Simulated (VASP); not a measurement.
# ZrB2 (P6/mmm) in VASP: a series of runs

The runs below take ZrB2 through single point, with LDA.

All numbers are computed with VASP 6.6.1; they aren't measurements. Logs are shortened: lines on timing, memory, paths and dates and some standing lists are left out, and cuts for length are marked.

## (1) The cell of the first run

Symmetry: P6/mmm, No. 191, hexagonal system. The conventional cell has a = 3.226 Å, b = 3.226 Å, c = 3.547 Å, α = 90.00°, β = 90.00°, γ = 120.00°. Zr (site symmetry 6/mmm) has 12 B at 2.57 Å and 6 Zr at 3.23 Å within 3.4 Å. B (site symmetry -6m2) has 3 B at 1.86 Å within 2.5 Å.

## (2) Single point, LDA

The input, INCAR:

```
SYSTEM = ZrB2
PREC = Accurate ; ENCUT = 520
EDIFF = 1E-7 ; ISMEAR = 0
SIGMA = 0.15 ; LREAL = .FALSE.
LASPH = .TRUE. ; NELM = 80
ALGO = Normal ; ISIF = 2
LWAVE = .FALSE. ; LCHARG = .TRUE.
GGA = CA ; LELF = .TRUE.
LVHAR = .TRUE. ; NBANDS = 16
```

The input, KPOINTS:

```
Automatic mesh
0
G
  15 15 12
  0 0 0
```

The input, POSCAR:

```
ZrB2
1.0
    3.2265000000      0.0000000000      0.0000000000
   -1.6132500000      2.7942309653      0.0000000000
    0.0000000000      0.0000000000      3.5470000000
Zr B
1 2
Direct
    0.0000000000      0.0000000000      0.0000000000
    0.3333333333      0.6666666667      0.5000000000
    0.6666666667      0.3333333333      0.5000000000
```

Potentials or basis: VASP PAW LDA potentials, release 64 (Zr_sv, B).

Command:

```console
$ cat potpaw_LDA.64/Zr_sv/POTCAR potpaw_LDA.64/B/POTCAR > POTCAR
$ mpirun -np 1 vasp_std > vasp.out
```

OUTCAR:

```text
SYSTEM = ZrB2
   PREC = Accurate
   ENCUT = 520
   EDIFF = 1E-7
   ISMEAR = 0
   LREAL = .FALSE.
   LASPH = .TRUE.
   NELM = 80
   ISIF = 2
   GGA = CA

 ion  position               nearest neighbor table
   1  0.000  0.000  0.000-   2 2.57   3 2.57   2 2.57   3 2.57   2 2.57   2 2.57   3 2.57   3 2.57
                             3 2.57   3 2.57   2 2.57   2 2.57
   2  0.333  0.667  0.500-   3 1.86   3 1.86   3 1.86   1 2.57   1 2.57   1 2.57   1 2.57   1 2.57
                             1 2.57
   3  0.667  0.333  0.500-   2 1.86   2 1.86   2 1.86   1 2.57   1 2.57   1 2.57   1 2.57   1 2.57
                             1 2.57

  LATTYP: Found a hexagonal cell.
 ALAT       =     3.2265000000
 C/A-ratio  =     1.0993336433

  Lattice vectors:

 A1 = (   3.2265000000,   0.0000000000,   0.0000000000)
 A2 = (  -1.6132500000,   2.7942309653,   0.0000000000)
 A3 = (   0.0000000000,   0.0000000000,   3.5470000000)

Analysis of symmetry for initial positions (statically):
=====================================================================
 Subroutine PRICEL returns:
 Original cell was already a primitive cell.

 Routine SETGRP: Setting up the symmetry group for a
 hexagonal supercell.

 Subroutine GETGRP returns: Found 24 space group operations
 (whereof 24 operations were pure point group operations)
 out of a pool of 24 trial point group operations.

The static configuration has the point symmetry D_6h.

Analysis of symmetry for dynamics (positions and initial velocities):
=====================================================================
 Subroutine PRICEL returns:
 Original cell was already a primitive cell.

 Routine SETGRP: Setting up the symmetry group for a
 hexagonal supercell.

 Subroutine GETGRP returns: Found 24 space group operations
 (whereof 24 operations were pure point group operations)
 out of a pool of 24 trial point group operations.

The dynamic configuration has the point symmetry D_6h.

 Subroutine INISYM returns: Found 24 space group operations
 (whereof 24 operations are pure point group operations),
 and found     1 'primitive' translations

----------------------------------------------------------------------------------------

                                     Primitive cell

  volume of cell :      31.9783

  direct lattice vectors                    reciprocal lattice vectors
     3.226500000  0.000000000  0.000000000     0.309933364  0.178940111  0.000000000
    -1.613250000  2.794230965  0.000000000     0.000000000  0.357880223  0.000000000
     0.000000000  0.000000000  3.547000000     0.000000000  0.000000000  0.281928390

  length of vectors
     3.226500000  3.226500000  3.547000000     0.357880223  0.357880223  0.281928390

  position of ions in fractional coordinates (direct lattice)
     0.000000000  0.000000000  0.000000000
     0.333333333  0.666666667  0.500000000
     0.666666667  0.333333333  0.500000000

  ion indices of the primitive-cell ions
   primitive index   ion index
                 1           1
                 2           2
                 3           3

----------------------------------------------------------------------------------------

 KPOINTS: Automatic mesh

Automatic generation of k-mesh.
 Grid dimensions read from file:
 generate k-points for:   15   15   12

 Generating k-lattice:

  Cartesian coordinates                     Fractional coordinates (reciprocal lattice)
     0.020662224  0.011929341  0.000000000     0.066666667  0.000000000  0.000000000
     0.000000000  0.023858682  0.000000000     0.000000000  0.066666667  0.000000000
     0.000000000  0.000000000  0.023494033     0.000000000  0.000000000  0.083333333

  Length of vectors
     0.023858682  0.023858682  0.023494033

  Shift w.r.t. Gamma in fractional coordinates (k-lattice)
     0.000000000  0.000000000  0.000000000

 Subroutine IBZKPT returns following result:
 ===========================================

 Found    189 irreducible k-points:

 Following reciprocal coordinates:
            Coordinates               Weight
  0.000000  0.000000  0.000000      1.000000
  0.066667  0.000000  0.000000      6.000000
  0.133333 -0.000000  0.000000      6.000000
  0.200000 -0.000000  0.000000      6.000000
  0.266667 -0.000000  0.000000      6.000000
  0.333333  0.000000  0.000000      6.000000
[... 16 lines left out ...]
  0.333333  0.200000  0.000000     12.000000
  0.400000  0.200000  0.000000      6.000000
 [... further k-points ...]
   k-points           NKPTS =    189   k-points in BZ     NKDIM =    189   number of bands    NBANDS=     16
   number of dos      NEDOS =    301   number of ions     NIONS =      3
   total plane-waves  NPLWV =  16128
   dimension x,y,z NGX =    24 NGY =   24 NGZ =   28
   dimension x,y,z NGXF=    48 NGYF=   48 NGZF=   56
   ions per type =               1   2
   NGX,Y,Z   is equivalent  to a cutoff of  12.37, 12.37, 13.12 a.u.
   NGXF,Y,Z  is equivalent  to a cutoff of  24.73, 24.73, 26.25 a.u.
 SYSTEM =  ZrB2
   PREC   = accura    normal or accurate (medium, high low for compatibility)
   ISTART =      0    job   : 0-new  1-cont  2-samecut
   ICHARG =      2    charge: 1-file 2-atom 10-const
   ISPIN  =      1    spin polarized calculation?
   LNONCOLLINEAR =      F non collinear calculations
   LSORBIT =      F    spin-orbit coupling
   LASPH  =      T    aspherical Exc in radial PAW
   ENCUT  =  520.0 eV  38.22 Ry    6.18 a.u.   6.00  6.00  6.60*2*pi/ulx,y,z
   NELM   =     80;   NELMIN=  2; NELMDL= -5     # of ELM steps
   EDIFF  = 0.1E-06   stopping-criterion for ELM
   LREAL  =      F    real-space projection
   EDIFFG = 0.1E-05   stopping-criterion for IOM
   NSW    =      0    number of steps for IOM
   IBRION =     -1    ionic relax: 0-MD 1-quasi-New 2-CG
   NFREE  =      0    steps in history (QN), initial steepest desc. (CG)
   ISIF   =      2    stress and relaxation
   ISYM   =      2    0-nonsym 1-usesym 2-fastsym
   POTIM  = 0.5000    time-step for ionic-motion
   TEBEG  =    0.0;   TEEND  =   0.0 temperature during run
   PSTRESS=    0.0 pullay stress
   NELECT =      18.0000    total number of electrons
   NUPDOWN=      -1.0000    fix difference up-down
   EMIN   =  10.00;   EMAX   =-10.00  energy-range for DOS
   EFERMI =   0.00;   METHOD = LEGACY
   ISMEAR =     0;   SIGMA  =   0.15  broadening in eV -4-tet -1-fermi 0-gaus
   EFERMI_NEDOS =   21; number of points for ismear=-14 and -15
   IALGO  =     38    algorithm
   IMIX   =      4    mixing-type and parameters
     AMIX     =   0.40;   BMIX     =  1.00
     AMIX_MAG =   1.60;   BMIX_MAG =  1.00
  volume/ion in A,a.u.               =      10.66        71.93
  Fermi-wavevector in a.u.,A,eV,Ry     =   1.351701  2.554344 24.859142  1.827095
  Thomas-Fermi vector in A             =   2.479101
   LORBIT       =      0    0 simple, 1 ext, 2 COOP (PROOUT), +10 PAW based schemes
   GGA     = CA    functional components
   LHFCALC =     F    Hartree Fock is set to
   AEXX    =    0.0000 exact exchange contribution
   IVDW    =     0    specifies the selected vdW correction
   LEPSILON=     F    determine dielectric tensor
   LRPA    =     F    only Hartree local field effects (RPA)
 non-spin polarized calculation
 Gauss-broadening in eV      SIGMA  =   0.15
  energy-cutoff  :      520.00
  volume of cell :       31.98
 maximum number of plane-waves:       888
 NGX is ok and might be reduce to    24
   NGX = 11   NGY = 11   NGZ = 13

 number of electron      18.0000000 magnetization

 Free energy of the ion-electron system (eV)
  ---------------------------------------------------
  ext. energy  EPLUGINS =         0.00000000
  ---------------------------------------------------
  free energy    TOTEN  =       -27.35390491 eV

  energy without entropy =      -27.35102671  energy(sigma->0) =      -27.35246581

 E-fermi :  10.0259     XC(G=0): -12.4074

 val. band max:        9.9742270242   @ k =   0.0667   0.0667   0.4167
 cond. band min:      10.0583528415   @ k =   0.1333   0.1333   0.2500
 fundamental gap:      0.0841258173
 Fermi energy:        10.0258972454

 k-point     1 :       0.0000    0.0000    0.0000
  band No.  band energies     occupation
      1     -38.4241      2.00000
      2     -16.7374      2.00000
      3     -16.2541      2.00000
      4     -16.2541      2.00000
      5      -2.3380      2.00000
      6       7.3885      2.00000
[... 8 lines left out ...]
     15      14.9297      0.00000
     16      14.9297      0.00000

 k-point     2 :       0.0667    0.0000    0.0000
  band No.  band energies     occupation
      1     -38.4200      2.00000
      2     -16.7312      2.00000
      3     -16.2914      2.00000
      4     -16.2623      2.00000
      5      -2.2525      2.00000
      6       7.1331      2.00000
[... 8 lines left out ...]
     15      15.3451      0.00000
     16      15.5637      0.00000

 k-point     3 :       0.1333   -0.0000    0.0000
  band No.  band energies     occupation
      1     -38.4084      2.00000
      2     -16.7136      2.00000
      3     -16.3956      2.00000
      4     -16.2853      2.00000
      5      -2.0022      2.00000
      6       6.4833      2.00000
[... 8 lines left out ...]
     15      15.9106      0.00000
     16      16.6613      0.00000

 k-point     4 :       0.2000   -0.0000    0.0000
  band No.  band energies     occupation
      1     -38.3912      2.00000
      2     -16.6875      2.00000
      3     -16.5457      2.00000
      4     -16.3189      2.00000
      5      -1.6030      2.00000
      6       5.6360      2.00000
[... 8 lines left out ...]
     15      16.4833      0.00000
     16      17.1774      0.00000

 k-point     5 :       0.2667   -0.0000    0.0000
  band No.  band energies     occupation
      1     -38.3714      2.00000
      2     -16.7135      2.00000
      3     -16.6574      2.00000
      4     -16.3573      2.00000
      5      -1.0757      2.00000
      6       4.7157      2.00000
[... 8 lines left out ...]
     15      16.9958      0.00000
     16      18.6303      0.00000

 k-point     6 :       0.3333    0.0000    0.0000
  band No.  band energies     occupation
      1     -38.3523      2.00000
      2     -16.8695      2.00000
      3     -16.6284      2.00000
      4     -16.3936      2.00000
      5      -0.4418      2.00000
      6       3.7810      2.00000
[... 8 lines left out ...]
     15      17.8878      0.00000
     16      19.5190      0.00000

 k-point     7 :       0.4000   -0.0000    0.0000
  band No.  band energies     occupation
      1     -38.3373      2.00000
      2     -16.9888      2.00000
      3     -16.6056      2.00000
      4     -16.4218      2.00000
      5       0.2777      2.00000
      6       2.8607      2.00000
[... 8 lines left out ...]
     15      18.6006      0.00000
     16      18.8105      0.00000

 k-point     8 :       0.4667    0.0000    0.0000
  band No.  band energies     occupation
      1     -38.3291      2.00000
      2     -17.0531      2.00000
      3     -16.5931      2.00000
      4     -16.4371      2.00000
      5       1.0474      2.00000
      6       1.9908      2.00000
[... 8 lines left out ...]
     15      17.5286      0.00000
     16      19.4386      0.00000

 k-point     9 :       0.0667    0.0667    0.0000
  band No.  band energies     occupation
      1     -38.4122      2.00000
      2     -16.7193      2.00000
      3     -16.3609      2.00000
      4     -16.2791      2.00000
      5      -2.0846      2.00000
      6       6.7028      2.00000
[... 8 lines left out ...]
     15      15.8107      0.00000
     16      16.2587      0.00000
[... 172 lines left out ...]
 k-point    19 :       0.3333    0.1333    0.0000
  band No.  band energies     occupation
      1     -38.3327      2.00000
      2     -16.9601      2.00000
      3     -16.5987      2.00000
      4     -16.5024      2.00000
      5       0.4935      2.00000
      6       2.9994      2.00000
[... 8 lines left out ...]
     15      18.4335      0.00000
     16      18.9610      0.00000

 k-point    20 :       0.4000    0.1333    0.0000
  band No.  band energies     occupation
      1     -38.3252      2.00000
      2     -17.0115      2.00000
      3     -16.5872      2.00000
      4     -16.5248      2.00000
      5       1.2735      2.00000
      6       2.1463      2.00000
[... 8 lines left out ...]
     15      18.3446      0.00000
     16      19.1576      0.00000

 k-point    21 :       0.2000    0.2000    0.0000
  band No.  band energies     occupation
      1     -38.3477      2.00000
      2     -16.8337      2.00000
      3     -16.6215      2.00000
      4     -16.4815      2.00000
      5      -0.2859      2.00000
      6       4.1237      2.00000
[... 8 lines left out ...]
     15      17.1095      0.00000
     16      18.6542      0.00000

 k-point    22 :       0.2667    0.2000    0.0000
  band No.  band energies     occupation
      1     -38.3336      2.00000
      2     -16.9062      2.00000
      3     -16.6000      2.00000
      4     -16.5517      2.00000
      5       0.3822      2.00000
      6       3.4969      2.00000
[... 8 lines left out ...]
     15      17.5387      0.00000
     16      19.3055      0.00000

 k-point    23 :       0.3333    0.2000    0.0000
  band No.  band energies     occupation
      1     -38.3240      2.00000
      2     -16.9513      2.00000
      3     -16.6028      2.00000
      4     -16.5854      2.00000
      5       1.1310      2.00000
      6       2.7459      2.00000
[... 8 lines left out ...]
     15      18.4890      0.00000
     16      19.4015      0.00000

 k-point    24 :       0.4000    0.2000    0.0000
  band No.  band energies     occupation
      1     -38.3206      2.00000
      2     -16.9665      2.00000
      3     -16.6215      2.00000
      4     -16.5802      2.00000
      5       1.9037      2.00000
      6       1.9635      2.00000
[... 8 lines left out ...]
     15      18.9579      0.00000
     16      19.2421      0.00000

 [... further k-points ...]
[... 5 lines left out ...]
  --------------------------------------------------------------------------------------
  -------------------------------------------------------------------------------------
  Total       -3.7201912     -3.7201912     -2.6222243      0.0000000      0.0000000      0.0000000
  in kB     -186.3891721   -186.3891721   -131.3787905      0.0000000      0.0000000      0.0000000
  external PRESSURE =    -168.0523782 kB  Pullay stress =       0.0000000 kB

 VOLUME and BASIS-vectors are now :
 -----------------------------------------------------------------------------
  energy-cutoff  :      520.00
  volume of cell :       31.98
      direct lattice vectors                 reciprocal lattice vectors
     3.226500000  0.000000000  0.000000000     0.309933364  0.178940111  0.000000000
    -1.613250000  2.794230965  0.000000000     0.000000000  0.357880223  0.000000000
     0.000000000  0.000000000  3.547000000     0.000000000  0.000000000  0.281928390

 POSITION                                       TOTAL-FORCE (eV/Angst)
 -----------------------------------------------------------------------------------
      0.00000      0.00000      0.00000         0.000000      0.000000      0.000000
     -0.00000      1.86282      1.77350         0.000000      0.000000      0.000000
      1.61325      0.93141      1.77350         0.000000     -0.000000     -0.000000
 -----------------------------------------------------------------------------------
    total drift:                               -0.000000      0.000000     -0.000000

  FREE ENERGIE OF THE ION-ELECTRON SYSTEM (eV)
  ---------------------------------------------------
  free  energy   TOTEN  =       -27.3539049102 eV

  energy  without entropy=      -27.3510267131  energy(sigma->0) =      -27.35246581
```

It took 65 s on 1 thread of Intel Xeon 6975P-C (Granite Rapids), shared host; peak memory 0.2 GiB.

Results:

```
Free energy            : -27.3539 eV
Pressure               : -16.8 GPa
Band gap on the k mesh : zero (band 9 reaches 10.63 eV, above the bottom of band 10 at 9.81 eV)
```

Levels at points of the mesh, in eV from the Fermi level:
```
           k point  band 7  band 8  band 9  band 10  band 11  band 12
(0.00, 0.00, 0.00)   -2.64   -2.46   -2.20     3.19     3.19     4.06
(0.00, 0.00, 0.50)   -0.99   -0.99    0.18     0.18     0.72     0.72
```

(Part 1 of 2 ends here.)
